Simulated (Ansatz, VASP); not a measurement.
## In in VASP and in Ansatz

```
In
1.0
     0.00000    3.41322    3.41322
     3.41322    0.00000    3.41322
     3.41322    3.41322    0.00000
In
2
Direct
  0.12500 0.12500 0.12500
  0.87500 0.87500 0.87500
```

Alike in both runs: functional revPBE; k mesh 8 × 8 × 8; occupations fermi-dirac, width 0.1 eV; no spin polarisation.

Ansatz relaxed the structure, and its values are those at the end. VASP's run is a single point on that final structure, the one shown.

|  | VASP | Ansatz |
| --- | --- | --- |
| version | VASP 6.6.1 | Ansatz 0.2.0 |
| potentials or method | VASP PAW PBE potentials, release 64 (In_d), cutoff 520 eV | plane waves (420 eV) with PAW, scalar-relativistic |
| valence electrons in the cell | 26 | 26 |

|  | VASP | Ansatz | Ansatz less VASP |
| --- | --- | --- | --- |
| pressure (GPa) | 0.0 | 0.0 | +0.01 |

VASP's potentials were made for PBE, not for revPBE.
